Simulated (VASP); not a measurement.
Runs of VASP 6.6.1 on Ga. The structure is that of space group P6/mmm (No. 191), or close to it. The cells are those of the table. This isn't the form of Ga at room conditions, which is orthorhombic.

```tsv
cell	k mesh	gap on the mesh (eV)	pressure (GPa)
a = 4.668, b = 4.668, c = 2.986 Å, angles 90.0, 90.0, 120.0°, 3 atoms	9 × 9 × 12	none	-1.9
a = 4.608, b = 4.608, c = 2.947 Å, angles 90.0, 90.0, 120.0°, 3 atoms	8 × 8 × 11	none	0.1
a = 4.785, b = 4.785, c = 3.060 Å, angles 90.0, 90.0, 120.0°, 3 atoms	9 × 9 × 12	none	-4.8
a = 4.416, b = 4.416, c = 2.824 Å, angles 90.0, 90.0, 120.0°, 3 atoms	9 × 9 × 12	none	(a)
a = 4.481, b = 4.481, c = 2.866 Å, angles 90.0, 90.0, 120.0°, 3 atoms	9 × 9 × 12	none	6.2
a = 4.546, b = 4.546, c = 2.907 Å, angles 90.0, 90.0, 120.0°, 3 atoms	9 × 9 × 12	none	(b)
a = 4.608, b = 4.608, c = 2.947 Å, angles 90.0, 90.0, 120.0°, 3 atoms	9 × 9 × 12	none	0.2
a = 4.728, b = 4.728, c = 3.023 Å, angles 90.0, 90.0, 120.0°, 3 atoms	9 × 9 × 12	none	-3.5
```

Alike in all rows: task single point; level PBEsol; potentials or basis VASP PAW PBE potentials, release 64 (Ga_d); no spin polarisation; cutoff (eV) 520; smearing fermi-dirac 0.1 eV.

**Question.** Estimate the missing entries.

**Answer.** (a) 10.5; (b) 2.8.

Caveats: the PAW data sets were made with another functional, which shifts forces and pressure a little; the cell stands under tension (at least some runs); the cell stands under pressure (at least some runs).

A k mesh can miss the band edges, and the runs leave out spin-orbit coupling on Ga.

A gap of «none» marks levels without a gap at the run's occupations.
